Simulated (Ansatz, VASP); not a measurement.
One calculation of Na, two programs

POSCAR

```
Na
1.0
    0.0000000000      3.9618115485      3.9618115485
    3.9618115485      0.0000000000      3.9618115485
    3.9618115485      3.9618115485      0.0000000000
Na
2
Direct
    0.1250000000      0.1250000000      0.1250000000
    0.8750000000      0.8750000000      0.8750000000
```

File INCAR.step1:

```
SYSTEM = Na
ALGO     = Normal         ! electronic algorithm
EDIFF    = 1E-4           ! SCF threshold, eV
ENCUT    = 520            ! plane-wave cutoff, eV
GGA      = PE             ! functional
ISMEAR   = -1             ! smearing method
LASPH    = .TRUE.         ! aspherical terms in the spheres
LCHARG   = .FALSE.        ! write CHGCAR
LREAL    = .FALSE.        ! projectors in reciprocal space
LWAVE    = .TRUE.         ! write WAVECAR
NBANDS   = 14             ! bands
NELM     = 100            ! most SCF steps
PREC     = Accurate       ! precision mode
SIGMA    = 0.1            ! smearing width, eV
```

INCAR.step2

```
SYSTEM = Na
ALGO     = Normal         ! electronic algorithm
EDIFF    = 1E-6           ! SCF threshold, eV
ENCUT    = 520            ! plane-wave cutoff, eV
ISIF     = 2              ! what is computed and relaxed
ISMEAR   = -1             ! smearing method
ISTART   = 1            
LASPH    = .TRUE.         ! aspherical terms in the spheres
LCHARG   = .FALSE.        ! write CHGCAR
LMIXTAU  = .TRUE.       
LREAL    = .FALSE.        ! projectors in reciprocal space
LWAVE    = .FALSE.        ! write WAVECAR
METAGGA  = R2SCAN         ! meta-GGA
NBANDS   = 14             ! bands
NELM     = 100            ! most SCF steps
PREC     = Accurate       ! precision mode
SIGMA    = 0.1            ! smearing width, eV
```

Contents of KPOINTS:

```
k-points
0
G
  8 8 8
  0 0 0
```

Input for Ansatz:

```yaml
crystal:
  lattice:
    - [0.0, 3.9618115485, 3.9618115485]
    - [3.9618115485, 0.0, 3.9618115485]
    - [3.9618115485, 3.9618115485, 0.0]
  atoms:
    - { symbol: Na, position: [0.125, 0.125, 0.125] }
    - { symbol: Na, position: [0.875, 0.875, 0.875] }
hamiltonian:
  xc: r2scan
  pseudopotentials:
    kind: paw
    azcp:
      Na: "pseudopotentials/Na.paw.azcp"
basis:
  ecutwfc: 500
  fft_grid_basis: typed
kpoints:
  mp_grid: { grid: [8, 8, 8], shift: [0, 0, 0] }
magnetization:
  spin_polarized: false
scf:
  occupations: { method: fermi_dirac, width: 0.1 }
  lower_state_search: "off"
output:
  stress: true
  write_density: true
  write_potential: true
  elf: true
  volumetric_format: npy
```

Alike in both runs: task single point; functional r2SCAN; k mesh 8 × 8 × 8; occupations fermi-dirac, width 0.1 eV; no spin polarisation.

|  | VASP | Ansatz |
| --- | --- | --- |
| version | VASP 6.6.1 | Ansatz 0.2.0 |
| potentials or method | VASP PAW PBE potentials, release 64 (Na_pv), cutoff 520 eV | plane waves (500 eV) with PAW, scalar-relativistic |
| valence electrons in the cell | 14 | 18 |

```csv
,VASP,Ansatz,Ansatz less VASP
pressure (GPa),-0.2,-0.2,-0.09
```

VASP's potentials were made for PBE, not for r2SCAN. VASP's potentials hold 14 valence electrons a cell and Ansatz's 18, so a difference there can come from the potentials and not from the codes.
